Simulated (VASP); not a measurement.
C, 4 atoms in the cell. It takes space group P6_3/mmc (No. 194, hexagonal). The conventional cell has a = 2.461 Å, b = 2.461 Å, c = 4.073 Å, α = 90.00°, β = 90.00°, γ = 120.00°. Within 2.0 Å of C (site symmetry 3m) lie 4 C at 1.51 to 1.52 Å.  This cell differs from its parent crystal: strained cell.

| Property | Result |
| --- | --- |
| Program | VASP 6.6.1 |
| Task | single point |
| Functional | PBEsol |
| Potentials or basis | VASP PAW PBE potentials, release 64 (C) |
| Cutoff | 520 eV |
| k mesh | 9 × 9 × 6 |
| Occupations | gaussian, width 0.02 eV |
| Spin | no spin polarisation |
| Dipole correction | no |
| Further INCAR settings | ALGO = Normal; EDIFF = 1e-07; NBANDS = 16 |

Potentials or basis: VASP PAW PBE potentials, release 64 (C).

Launch:

```sh
$ cat potpaw_PBE.64/C/POTCAR > POTCAR
$ mpirun -np 1 vasp_std > vasp.out
```

Hardware: 1 thread of Intel(R) Xeon(R) 6975P-C (Granite Rapids), with other jobs on the host.

**Question.** Estimate the wall time of this run.

**Answer.** It took 6.6 s on 1 thread of Intel(R) Xeon(R) 6975P-C (Granite Rapids) (shared host), peak memory 0.13 GiB. Counts: scf iterations 12, k points 48.
